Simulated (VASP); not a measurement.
# Al (Fm-3m) in VASP: notebook

The runs below take Al through single point, relaxation of cell and atoms, with PBE.

All numbers are computed with VASP 6.6.1; they aren't measurements. Logs are shortened: lines on timing, memory, paths and dates and some standing lists are left out, and cuts for length are marked.

### Step 1. The cell of the first run

The structure is cubic, space group Fm-3m (No. 225). The conventional cell has a = 4.044 Å, b = 4.044 Å, c = 4.044 Å, α = 90.00°, β = 90.00°, γ = 90.00°. Within 3.8 Å of Al (site symmetry m-3m) lie 12 Al at 2.86 Å.

### Step 2. Single point, PBE

Input file INCAR:

```
ALGO = Normal
EDIFF = 1E-6
ENCUT = 520
GGA = PE
ISIF = 2
ISMEAR = 0
LASPH = T
LCHARG = F
LREAL = F
LWAVE = F
NBANDS = 8
NELM = 60
PREC = Accurate
SIGMA = 0.5
```

Input file KPOINTS:

```
k-points
0
Gamma
  30 30 30
```

Input file POSCAR:

```
Al
1.0
    0.0000000000      2.0218358501      2.0218358501
    2.0218358501      0.0000000000      2.0218358501
    2.0218358501      2.0218358501      0.0000000000
Al
1
Direct
    0.0000000000      0.0000000000      0.0000000000
```

Potentials or basis: VASP PAW PBE potentials, release 64 (Al).

On the command line:

```
$ cat potpaw_PBE.64/Al/POTCAR > POTCAR
$ mpirun -np 1 vasp_std > vasp.out
```

OUTCAR:

```text
EDIFF = 1E-6
   ENCUT = 520
   GGA = PE
   ISIF = 2
   ISMEAR = 0
   LASPH = T
   LREAL = F
   NELM = 60
   PREC = Accurate

 ion  position               nearest neighbor table
   1  0.000  0.000  0.000-

  LATTYP: Found a face centered cubic cell.
 ALAT       =     4.0436717002

  Lattice vectors:

 A1 = (   0.0000000000,   2.0218358501,   2.0218358501)
 A2 = (   2.0218358501,   0.0000000000,   2.0218358501)
 A3 = (   2.0218358501,   2.0218358501,   0.0000000000)

Analysis of symmetry for initial positions (statically):
=====================================================================
 Subroutine PRICEL returns:
 Original cell was already a primitive cell.

 Routine SETGRP: Setting up the symmetry group for a
 face centered cubic supercell.

 Subroutine GETGRP returns: Found 48 space group operations
 (whereof 48 operations were pure point group operations)
 out of a pool of 48 trial point group operations.

The static configuration has the point symmetry O_h .

Analysis of symmetry for dynamics (positions and initial velocities):
=====================================================================
 Subroutine PRICEL returns:
 Original cell was already a primitive cell.

 Routine SETGRP: Setting up the symmetry group for a
 face centered cubic supercell.

 Subroutine GETGRP returns: Found 48 space group operations
 (whereof 48 operations were pure point group operations)
 out of a pool of 48 trial point group operations.

The dynamic configuration has the point symmetry O_h .

 Subroutine INISYM returns: Found 48 space group operations
 (whereof 48 operations are pure point group operations),
 and found     1 'primitive' translations

----------------------------------------------------------------------------------------

                                     Primitive cell

  volume of cell :      16.5298

  direct lattice vectors                    reciprocal lattice vectors
     0.000000000  2.021835850  2.021835850    -0.247299997  0.247299997  0.247299997
     2.021835850  0.000000000  2.021835850     0.247299997 -0.247299997  0.247299997
     2.021835850  2.021835850  0.000000000     0.247299997  0.247299997 -0.247299997

  length of vectors
     2.859307680  2.859307680  2.859307680     0.428336160  0.428336160  0.428336160

  position of ions in fractional coordinates (direct lattice)
     0.000000000  0.000000000  0.000000000

  ion indices of the primitive-cell ions
   primitive index   ion index
                 1           1

----------------------------------------------------------------------------------------

 KPOINTS: k-points

Automatic generation of k-mesh.
 Grid dimensions read from file:
 generate k-points for:   30   30   30

 Generating k-lattice:

  Cartesian coordinates                     Fractional coordinates (reciprocal lattice)
    -0.008243333  0.008243333  0.008243333     0.033333333  0.000000000  0.000000000
     0.008243333 -0.008243333  0.008243333     0.000000000  0.033333333  0.000000000
     0.008243333  0.008243333 -0.008243333     0.000000000  0.000000000  0.033333333

  Length of vectors
     0.014277872  0.014277872  0.014277872

  Shift w.r.t. Gamma in fractional coordinates (k-lattice)
     0.000000000  0.000000000  0.000000000

 Subroutine IBZKPT returns following result:
 ===========================================

 Found    752 irreducible k-points:

 Following reciprocal coordinates:
            Coordinates               Weight
  0.000000  0.000000  0.000000      1.000000
  0.033333  0.000000  0.000000      8.000000
  0.066667  0.000000  0.000000      8.000000
  0.100000  0.000000  0.000000      8.000000
  0.133333  0.000000  0.000000      8.000000
  0.166667  0.000000  0.000000      8.000000
[... 16 lines left out ...]
  0.233333  0.033333  0.000000     24.000000
  0.266667  0.033333  0.000000     24.000000
 [... further k-points ...]
   k-points           NKPTS =    752   k-points in BZ     NKDIM =    752   number of bands    NBANDS=      8
   number of dos      NEDOS =    301   number of ions     NIONS =      1
   total plane-waves  NPLWV =  13824
   dimension x,y,z NGX =    24 NGY =   24 NGZ =   24
   dimension x,y,z NGXF=    48 NGYF=   48 NGZF=   48
   ions per type =               1
   NGX,Y,Z   is equivalent  to a cutoff of  13.95, 13.95, 13.95 a.u.
   NGXF,Y,Z  is equivalent  to a cutoff of  27.91, 27.91, 27.91 a.u.
 SYSTEM =  unknown system
   PREC   = accura    normal or accurate (medium, high low for compatibility)
   ISTART =      0    job   : 0-new  1-cont  2-samecut
   ICHARG =      2    charge: 1-file 2-atom 10-const
   ISPIN  =      1    spin polarized calculation?
   LNONCOLLINEAR =      F non collinear calculations
   LSORBIT =      F    spin-orbit coupling
   LASPH  =      T    aspherical Exc in radial PAW
   ENCUT  =  520.0 eV  38.22 Ry    6.18 a.u.   5.32  5.32  5.32*2*pi/ulx,y,z
   NELM   =     60;   NELMIN=  2; NELMDL= -5     # of ELM steps
   EDIFF  = 0.1E-05   stopping-criterion for ELM
   LREAL  =      F    real-space projection
   EDIFFG = 0.1E-04   stopping-criterion for IOM
   NSW    =      0    number of steps for IOM
   IBRION =     -1    ionic relax: 0-MD 1-quasi-New 2-CG
   NFREE  =      0    steps in history (QN), initial steepest desc. (CG)
   ISIF   =      2    stress and relaxation
   ISYM   =      2    0-nonsym 1-usesym 2-fastsym
   POTIM  = 0.5000    time-step for ionic-motion
   TEBEG  =    0.0;   TEEND  =   0.0 temperature during run
   PSTRESS=    0.0 pullay stress
   NELECT =       3.0000    total number of electrons
   NUPDOWN=      -1.0000    fix difference up-down
   EMIN   =  10.00;   EMAX   =-10.00  energy-range for DOS
   EFERMI =   0.00;   METHOD = LEGACY
   ISMEAR =     0;   SIGMA  =   0.50  broadening in eV -4-tet -1-fermi 0-gaus
   EFERMI_NEDOS =   21; number of points for ismear=-14 and -15
   IALGO  =     38    algorithm
   IMIX   =      4    mixing-type and parameters
     AMIX     =   0.40;   BMIX     =  1.00
     AMIX_MAG =   1.60;   BMIX_MAG =  1.00
  volume/ion in A,a.u.               =      16.53       111.55
  Fermi-wavevector in a.u.,A,eV,Ry     =   0.926885  1.751559 11.688989  0.859116
  Thomas-Fermi vector in A             =   2.052896
   LORBIT       =      0    0 simple, 1 ext, 2 COOP (PROOUT), +10 PAW based schemes
   GGA     = PE    functional components
   LHFCALC =     F    Hartree Fock is set to
   AEXX    =    0.0000 exact exchange contribution
   IVDW    =     0    specifies the selected vdW correction
   LEPSILON=     F    determine dielectric tensor
   LRPA    =     F    only Hartree local field effects (RPA)
 non-spin polarized calculation
 Gauss-broadening in eV      SIGMA  =   0.50
  energy-cutoff  :      520.00
  volume of cell :       16.53
 maximum number of plane-waves:       459
 NGX is ok and might be reduce to    24
   NGX = 11   NGY = 11   NGZ = 11

 number of electron       3.0000000 magnetization

 Free energy of the ion-electron system (eV)
  ---------------------------------------------------
  ext. energy  EPLUGINS =         0.00000000
  ---------------------------------------------------
  free energy    TOTEN  =        -3.77127342 eV

  energy without entropy =       -3.72086942  energy(sigma->0) =       -3.74607142

 E-fermi :   7.9830     XC(G=0): -10.1901

 val. band max:        7.9766368582   @ k =  -0.4333   0.3667   0.0333
 cond. band min:       7.9886713529   @ k =  -0.3000   0.4333   0.1333
 fundamental gap:      0.0120344947
 Fermi energy:         7.9830275486

 k-point     1 :       0.0000    0.0000    0.0000
  band No.  band energies     occupation
      1      -3.1407      2.00000
      2      20.5904      0.00000
      3      20.5904      0.00000
      4      20.5904      0.00000
      5      22.0687      0.00000
      6      22.0687      0.00000
      7      22.0687      0.00000
      8      24.4338      0.00000

 k-point     2 :       0.0333    0.0000    0.0000
  band No.  band energies     occupation
      1      -3.1106      2.00000
      2      19.8816      0.00000
      3      20.4584      0.00000
      4      20.4584      0.00000
      5      22.2481      0.00000
      6      22.2481      0.00000
      7      22.4320      0.00000
      8      24.7577      0.00000

 k-point     3 :       0.0667    0.0000    0.0000
  band No.  band energies     occupation
      1      -3.0200      2.00000
      2      18.6390      0.00000
      3      20.1751      0.00000
      4      20.1751      0.00000
      5      22.6707      0.00000
      6      22.6707      0.00000
      7      22.7013      0.00000
      8      25.6677      0.00000

 k-point     4 :       0.1000    0.0000    0.0000
  band No.  band energies     occupation
      1      -2.8694      2.00000
      2      17.3014      0.00000
      3      19.8643      0.00000
      4      19.8643      0.00000
      5      22.7293      0.00000
      6      23.2010      0.00000
      7      23.2010      0.00000
      8      26.0922      0.00000

 k-point     5 :       0.1333    0.0000    0.0000
  band No.  band energies     occupation
      1      -2.6586      2.00000
      2      15.9512      0.00000
      3      19.5730      0.00000
      4      19.5730      0.00000
      5      22.6566      0.00000
      6      23.7402      0.00000
      7      23.7402      0.00000
      8      25.4915      0.00000
[... 177 lines left out ...]
 k-point    22 :       0.2000    0.0333    0.0000
  band No.  band energies     occupation
      1      -2.1482      2.00000
      2      13.7603      0.00000
      3      18.5167      0.00000
      4      19.5157      0.00000
      5      22.7608      0.00000
      6      23.0573      0.00000
      7      24.4331      0.00000
      8      24.6107      0.00000

 k-point    23 :       0.2333    0.0333    0.0000
  band No.  band energies     occupation
      1      -1.7791      2.00000
      2      12.4783      0.00000
      3      18.3305      0.00000
      4      19.3455      0.00000
      5      22.3497      0.00000
      6      22.7696      0.00000
      7      23.8983      0.00000
      8      25.3050      0.00000

 k-point    24 :       0.2667    0.0333    0.0000
  band No.  band energies     occupation
      1      -1.3513      2.00000
      2      11.2345      0.00000
      3      18.1936      0.00000
      4      19.2188      0.00000
      5      21.7486      0.00000
      6      22.6792      0.00000
      7      23.3122      0.00000
      8      26.0523      0.00000

 [... further k-points ...]

------------------------ aborting loop because EDIFF is reached ----------------------------------------

  FORCE on cell =-STRESS in cart. coord.  units (eV):
  Direction    XX          YY          ZZ          XY          YZ          ZX
  --------------------------------------------------------------------------------------
  -------------------------------------------------------------------------------------
  Total       -0.0044065     -0.0044065     -0.0044065      0.0000000      0.0000000      0.0000000
  in kB       -0.4271062     -0.4271062     -0.4271062      0.0000000      0.0000000      0.0000000
  external PRESSURE =      -0.4271062 kB  Pullay stress =       0.0000000 kB

 VOLUME and BASIS-vectors are now :
 -----------------------------------------------------------------------------
  energy-cutoff  :      520.00
  volume of cell :       16.53
      direct lattice vectors                 reciprocal lattice vectors
     0.000000000  2.021835850  2.021835850    -0.247299997  0.247299997  0.247299997
     2.021835850  0.000000000  2.021835850     0.247299997 -0.247299997  0.247299997
     2.021835850  2.021835850  0.000000000     0.247299997  0.247299997 -0.247299997

 POSITION                                       TOTAL-FORCE (eV/Angst)
 -----------------------------------------------------------------------------------
      0.00000      0.00000      0.00000        -0.000000      0.000000      0.000000
 -----------------------------------------------------------------------------------
    total drift:                                0.000000     -0.000000      0.000000

  FREE ENERGIE OF THE ION-ELECTRON SYSTEM (eV)
  ---------------------------------------------------
  free  energy   TOTEN  =        -3.7712734247 eV

  energy  without entropy=       -3.7208694217  energy(sigma->0) =       -3.74607142
```

Run time: 25 s. Hardware: 1 thread of Intel Xeon 6975P-C (Granite Rapids), shared host; peak memory 0.19 GiB.

Results:

- Free energy: -3.7713 eV
- Pressure: 0.0 GPa

### Step 3. Relaxation of cell and atoms, PBE

This run uses another cell than the first one, of 16.60 Å³/atom, 1.004 times its volume.

Input file INCAR:

```
PREC = Accurate
ENCUT = 600
EDIFF = 1E-7
ISMEAR = 0
SIGMA = 0.5
LREAL = F
LASPH = T
NELM = 100
ALGO = Normal
ISIF = 3
LWAVE = F
LCHARG = F
GGA = PE
IBRION = 2
NSW = 80
EDIFFG = -0.002
```

Input file KPOINTS:

```
Automatic mesh
0
Gamma
  30 30 30
```

Input file POSCAR:

```
Al
1.0
    0.0000000000      2.0248050000      2.0248050000
    2.0248050000      0.0000000000      2.0248050000
    2.0248050000      2.0248050000      0.0000000000
Al
1
Direct
    0.0000000000      0.0000000000      0.0000000000
```

Potentials or basis: VASP PAW PBE potentials, release 64 (Al).

On the command line:

```
$ cat potpaw_PBE.64/Al/POTCAR > POTCAR
$ mpirun -np 1 vasp_std > vasp.out
```

Run time: 28 s. Hardware: 1 thread of Intel Xeon 6975P-C (Granite Rapids), shared host; peak memory 0.2 GiB.

It converged, with:

```
Free energy                            : -3.7714 eV
Relaxed volume                         : 16.52 Å³/atom
Relaxed cell                           : a = 2.859 Å, b = 2.859 Å, c = 2.859 Å, α = 60.00°, β = 60.00°, γ = 60.00°
Space group after relaxing (to 0.05 Å) : Fm-3m (No. 225)
Energy gained by relaxing              : 0.1 meV/atom
Ionic steps                            : 3
Pressure after relaxing                : 0.0 GPa
```

Final structure:
```cif
data_structure
_symmetry_space_group_name_H-M 'P 1'
_symmetry_Int_Tables_number 1
_cell_length_a 2.8588
_cell_length_b 2.8588
_cell_length_c 2.8588
_cell_angle_alpha 60.000
_cell_angle_beta 60.000
_cell_angle_gamma 60.000
_cell_volume 16.52
loop_
_atom_site_label
_atom_site_type_symbol
_atom_site_fract_x
_atom_site_fract_y
_atom_site_fract_z
_atom_site_occupancy
Al1 Al 0.00000 0.00000 0.00000 1
```

Levels at points of the mesh, in eV from the Fermi level:
```csv
k point,band 1,band 2,band 3,band 4
"(0.00, 0.00, 0.00)",-11.13,12.61,12.61,12.61
"(0.50, 0.00, 0.00)",-4.59,-4.38,11.39,11.39
"(0.50, 0.50, 0.00)",-2.92,-1.60,5.26,5.59
```
